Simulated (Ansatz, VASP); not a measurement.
## Two plane-wave programs on Ag

```
Ag
1.0
     0.00000    2.06999    2.06999
     2.06999    0.00000    2.06999
     2.06999    2.06999    0.00000
Ag
1
Cartesian
  0.0000 0.0000 0.0000
```

Change from the starting cell: volume scaled by 1.04, PAW files.

Alike in both runs: task electric field gradients; functional LDA; k mesh 15 × 15 × 15; occupations fermi-dirac, width 0.05 eV; no spin polarisation.

|  | VASP | Ansatz |
| --- | --- | --- |
| version | VASP 6.6.1 | Ansatz 0.2.0 |
| potentials or method | VASP PAW LDA potentials, release 64 (Ag) | PAW with Ansatz's default frozen-core files, scalar-relativistic |
| plane-wave cutoff (eV) | 520 | 420 |
| valence electrons in the cell | 11 | 19 |

```tsv
	VASP	Ansatz	Ansatz less VASP
pressure (GPa)	-10.6	-10.7	-0.16
```

LDA's correlation is that of Perdew and Zunger in VASP and of Perdew and Wang (1992) in Ansatz. VASP's potentials hold 11 valence electrons a cell and Ansatz's 19, so a difference there can come from the potentials and not from the codes.
